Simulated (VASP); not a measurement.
Write the native input for VASP 6.6.1 that does the following.

| Quantity | Value |
| --- | --- |
| Task | relaxation of cell and atoms |
| Functional | PBE |
| Potentials or basis | VASP PAW PBE potentials, release 64 (Be, Te, Se) |
| Cutoff | 600 eV |
| k mesh | 4 × 4 × 4 |
| Occupations | gaussian, width 0.02 eV |
| Spin | no spin polarisation |
| Dipole correction | no |
| Further INCAR settings | ALGO = Normal; EDIFF = 1e-06; IBRION = 2; EDIFFG = -0.01; NSW = 100; ISIF = 3 |

The structure of Be3TeSe2 lies in POSCAR:

```
Be3TeSe2
1.0
    5.6521361134     -3.2593668544      0.0000000000
    5.6521361134      3.2593668544      0.0000000000
    0.0000000000      0.0000000000      6.2016494970
Be Te Se
6 2 4
Direct
    0.8126247966      0.1873752034      0.1081968103
    0.4812233315      0.1661170520      0.6334617308
    0.5187766685      0.8338829480      0.1334617308
    0.1873752034      0.8126247966      0.6081968103
    0.8338829480      0.5187766685      0.6334617308
    0.1661170520      0.4812233315      0.1334617308
    0.8290849075      0.1709150925      0.4987189629
    0.1709150925      0.8290849075      0.9987189629
    0.4943417227      0.1670084257      0.0005803826
    0.5056582773      0.8329915743      0.5005803826
    0.8329915743      0.5056582773      0.0005803826
    0.1670084257      0.4943417227      0.5005803826
```

The input as run:

INCAR

```
PREC = Accurate ; ENCUT = 600
EDIFF = 1E-6 ; ISMEAR = 0
SIGMA = 0.02 ; LREAL = F
LASPH = T ; NELM = 60
ALGO = Normal ; ISIF = 3
LWAVE = F ; LCHARG = F
GGA = PE ; IBRION = 2
NSW = 100 ; EDIFFG = -0.01
```

KPOINTS

```
regular mesh
0
Gamma
  4 4 4
```

Potentials or basis: VASP PAW PBE potentials, release 64 (Be, Te, Se).

Command:

```sh
$ cat potpaw_PBE.64/Be/POTCAR potpaw_PBE.64/Te/POTCAR potpaw_PBE.64/Se/POTCAR > POTCAR
$ mpirun -np 1 vasp_std > vasp.out
```

It gave:

The relaxed volume is 19.09 Å³/atom, the relaxed cell is a = 6.528 Å, b = 6.528 Å, c = 6.213 Å, α = 90.00°, β = 90.00°, γ = 59.92° and the space group after relaxing (to 0.05 Å) is Cmc2_1 (No. 36). The energy gained by relaxing is 0.1 meV/atom. The ionic steps are 7 and the pressure after relaxing is 0.0 GPa. The largest force after relaxing is 0.006 eV/Å and the band gap on the k mesh is 2.85 eV, indirect (least direct gap 2.92 eV).

Caveat: spin-orbit coupling is left out, which moves the levels of the heavy elements.

Run time: 14 min on 1 thread of Intel Xeon 6975P-C, on a shared host, peak memory 0.51 GiB.
